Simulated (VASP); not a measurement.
Input of a VASP 6.6.1 run:

Contents of INCAR:

```
ALGO = Normal
EDIFF = 1E-6
ENCUT = 600
GGA = PS
GGA_COMPAT = F
ISIF = 2
ISMEAR = 0
LASPH = T
LCHARG = T
LELF = T
LREAL = F
LVHAR = T
LWAVE = F
NBANDS = 35
NELM = 120
PREC = Accurate
SIGMA = 0.01
```

KPOINTS

```
k-points
0
Gamma
  6 6 6
```

The input POSCAR:

```
SnO2
1.0
    5.7339424421     -0.0356519728      0.0000000510
    3.0251655119      4.8711128726      0.0000000510
   -4.3795540020     -2.4177304637      2.8024013168
Sn O
2 4
Direct
    0.7500000000      0.2500000000      0.5000000000
    0.0000000000      0.0000000000      0.0000000000
    0.7941012830      0.7941012830      0.0000000000
    0.9558987170      0.4558987170      0.5000000000
    0.2058987170      0.2058987170      0.0000000000
    0.5441012830      0.0441012830      0.5000000000
```

Potentials or basis: VASP PAW PBE potentials, release 64 (Sn_d, O).

Launch:

```console
$ cat potpaw_PBE.64/Sn_d/POTCAR potpaw_PBE.64/O/POTCAR > POTCAR
$ mpirun -np 1 vasp_std > vasp.out
```

Problem. What does it give for the largest force?

Solution. 0.025 eV/Å.

Problem. What does it give for the band gap on the k mesh?

Solution. 1.95 eV, indirect (least direct gap 2.43 eV).

Problem. Estimate the pressure.

Solution. 8.5 GPa.

Stress tensor (GPa, compression positive):
```
8.61 0.08 0.00
0.08 8.50 0.00
0.00 0.00 8.46
```

Caveat: the PAW data sets were made with another functional, which shifts forces and pressure a little; spin-orbit coupling is left out, which moves the levels of the heavy elements. A k mesh can miss the band edges.
